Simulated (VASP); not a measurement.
A run of VASP 6.6.1 is set up as follows.

File INCAR:

```
ALGO = Normal
EDIFF = 1E-6
ENCUT = 1300
GGA = PE
GGA_COMPAT = F
ISIF = 2
ISMEAR = 0
LASPH = T
LCHARG = F
LREAL = F
LWAVE = F
NBANDS = 47
NELM = 120
PREC = Accurate
SIGMA = 0.1
```

Contents of KPOINTS:

```
k-points
0
Gamma
  6 6 6
```

File POSCAR:

```
Zn2C3
1.0
    2.5418599003      1.4675434977      4.6265667312
   -2.5418599003      1.4675434977      4.6265667312
    0.0000000000     -2.9350869954      4.6265667312
Zn C
4 6
Direct
    0.8521800000      0.8521800000      0.8521800000
    0.6478200000      0.6478200000      0.6478200000
    0.1478200000      0.1478200000      0.1478200000
    0.3521800000      0.3521800000      0.3521800000
    0.0562500000      0.4437500000      0.7500000000
    0.7500000000      0.0562500000      0.4437500000
    0.4437500000      0.7500000000      0.0562500000
    0.9437500000      0.5562500000      0.2500000000
    0.2500000000      0.9437500000      0.5562500000
    0.5562500000      0.2500000000      0.9437500000
```

Potentials or basis: VASP PAW PBE potentials, release 64 (Zn, C_h).

The run is started by

```bash
$ cat potpaw_PBE.64/Zn/POTCAR potpaw_PBE.64/C_h/POTCAR > POTCAR
$ mpirun -np 1 vasp_std > vasp.out
```

(1) Estimate the band gap on the k mesh.

(2) Predict the pressure.

Results:

(1) zero (bands 36 and 37 overlap by 2.16 eV).

(2) 15.3 GPa.

Caveat: the stress differs along the axes, from 7 to 19 GPa.
